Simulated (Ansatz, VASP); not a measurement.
Au in VASP and in Ansatz

```
Au
1.0
    -1.42766    1.42766    2.21495
     1.42766   -1.42766    2.21495
     1.42766    1.42766   -2.21495
Au
1
Direct
  0.00000 0.00000 0.00000
```

Alike in both runs: functional PBE; k mesh 8 × 8 × 8; occupations gaussian, width 0.1 eV; no spin polarisation.

Ansatz relaxed the structure, and its values are those at the end. VASP's run is a single point on that final structure, the one shown.

```csv
,VASP,Ansatz
version,VASP 6.6.1,Ansatz 0.2.0
potentials or method,"VASP PAW PBE potentials, release 64 (Au), cutoff 520 eV","scalar-relativistic, plane waves, PAW"
valence electrons in the cell,11,19
```

```csv
,VASP,Ansatz,Ansatz less VASP
gap on the k mesh at the Fermi level (eV),none,none,-
pressure (GPa),-0.2,0.0,+0.19
```

A gap of «none» marks a metal or a gap that the smearing closes. VASP's potentials hold 11 valence electrons a cell and Ansatz's 19, so a difference there can come from the potentials and not from the codes.

The k mesh is coarse, so the values compare programs but aren't converged. Spin-orbit coupling is off throughout.
